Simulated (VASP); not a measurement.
Wanted: the native input for a VASP 6.6.1 run.

```
Task                   : single point
Functional             : PBEsol
Potentials or basis    : VASP PAW PBE potentials, release 64 (Au)
Cutoff                 : 520 eV
k mesh                 : 12 × 12 × 8
Occupations            : gaussian, width 0.1 eV
Spin                   : non-collinear spin, zero start, spin-orbit coupling
Starting moments       : [[0.0, 0.0, 0.0], [0.0, 0.0, 0.0]] μB
Dipole correction      : no
Further INCAR settings : ALGO = Fast; EDIFF = 1e-06; NBANDS = 34
```

The structure of Au lies in POSCAR:

```
Au
1.0
    2.9239890447      0.0000000000      0.0000000000
   -1.4619945224      2.5322487931      0.0000000000
    0.0000000000      0.0000000000      4.6616182451
Au
2
Direct
    0.3333333333      0.6666666667      0.7500000000
    0.6666666667      0.3333333333      0.2500000000
```

This isn't the form of Au at room conditions, which is fcc.

One way to write it, as run:

INCAR

```
ALGO = Fast
EDIFF = 1E-6
ENCUT = 520
GGA = PS
GGA_COMPAT = False
ISIF = 2
ISMEAR = 0
LASPH = True
LCHARG = False
LMAXMIX = 4
LORBIT = 11
LORBMOM = True
LREAL = False
LSORBIT = True
LWAVE = False
MAGMOM = 0 0 0 0 0 0
NBANDS = 34
NELM = 150
PREC = Accurate
SIGMA = 0.1
```

KPOINTS

```
k-points
0
Gamma
  12 12 8
```

Potentials or basis: VASP PAW PBE potentials, release 64 (Au).

Command:

```bash
$ cat potpaw_PBE.64/Au/POTCAR > POTCAR
$ mpirun -np 1 vasp_ncl > vasp.out
```

It gave:

The pressure is -3.3 GPa. The net moment is 0.00 μB per cell and the valence electrons inside the program's atomic spheres are Au 9.62.

Caveat: the cell stands under tension; the PAW data sets were made with another functional, which shifts forces and pressure a little.

It took 5.1 min on 1 thread of AMD EPYC 7R13, with other jobs on the host, peak memory 0.3 GiB.
